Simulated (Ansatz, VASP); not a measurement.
One calculation of NiSb, two programs

Contents of INCAR:

```
ALGO = Normal
EDIFF = 1E-7
ENCUT = 520
GGA = PE
ISIF = 2
ISMEAR = 0
ISPIN = 2
LASPH = True
LCHARG = False
LDAU = True
LDAUJ = 0 0
LDAUL = 2 -1
LDAUPRINT = 1
LDAUTYPE = 2
LDAUU = 6.1 0
LMAXMIX = 4
LORBIT = 11
LREAL = False
LWAVE = False
MAGMOM = 0 0 0 0
NBANDS = 27
NELM = 150
PREC = Accurate
SIGMA = 0.1
```

KPOINTS

```
k-points
0
Gamma
  8 8 6
```

The input POSCAR:

```
NiSb
1.0
    3.9399999600      0.0000000000      0.0000000000
   -1.9699999800      3.4121400600      0.0000000000
    0.0000000000      0.0000000000      5.1400000000
Ni Sb
2 2
Direct
    0.0000000000      0.0000000000      0.0000000000
    0.0000000000      0.0000000000      0.5000000000
    0.3333333300      0.6666666700      0.2500000000
    0.6666666700      0.3333333300      0.7500000000
```

Input for Ansatz:

```yaml
crystal:
  lattice:
    - [3.93999996, 0.0, 0.0]
    - [-1.96999998, 3.41214006, 0.0]
    - [0.0, 0.0, 5.14]
  atoms:
    - { symbol: Ni, position: [0.0, 0.0, 0.0] }
    - { symbol: Ni, position: [0.0, 0.0, 0.5] }
    - { symbol: Sb, position: [0.33333333, 0.66666667, 0.25] }
    - { symbol: Sb, position: [0.66666667, 0.33333333, 0.75] }
hamiltonian:
  xc: pbe
  pseudopotentials: { kind: paw }
  hubbard: { sites: [{ species: Ni, l: d, u_eff: 6.1 }] }
basis:
  ecutwfc: 420
kpoints:
  mp_grid: { grid: [8, 8, 6] }
scf:
  occupations: { method: gaussian, width: 0.1 }
  lower_state_search: "off"
output:
  forces: true
  stress: true
magnetization:
  spin_polarized: true
```

Alike in both runs: task single point; functional PBE; k mesh 8 × 8 × 6; occupations gaussian, width 0.1 eV; collinear spin; Hubbard terms Ni d U = 6.1 eV.

```csv
,VASP,Ansatz
version,VASP 6.6.1,Ansatz 0.2.0
potentials or method,"VASP PAW PBE potentials, release 64 (Ni, Sb), cutoff 520 eV","PAW, plane waves, scalar-relativistic"
valence electrons in the cell,30,66
```

```csv
,VASP,Ansatz,Ansatz less VASP
pressure (GPa),-2.8,1.8,+4.59
"traceless stress, the component that is largest in VASP (GPa)",0.70,0.38,-0.322
net moment per atom (μB),0.00,0.00,0.000
```

The programs project onto different local orbitals, so the same U acts differently, and such runs can settle in different states. VASP's potentials hold 30 valence electrons a cell and Ansatz's 66, so a difference there can come from the potentials and not from the codes. Ansatz's warnings: filled band counts differ across k points, no starting moments, stability check not made.

Neither program's run includes spin-orbit coupling.
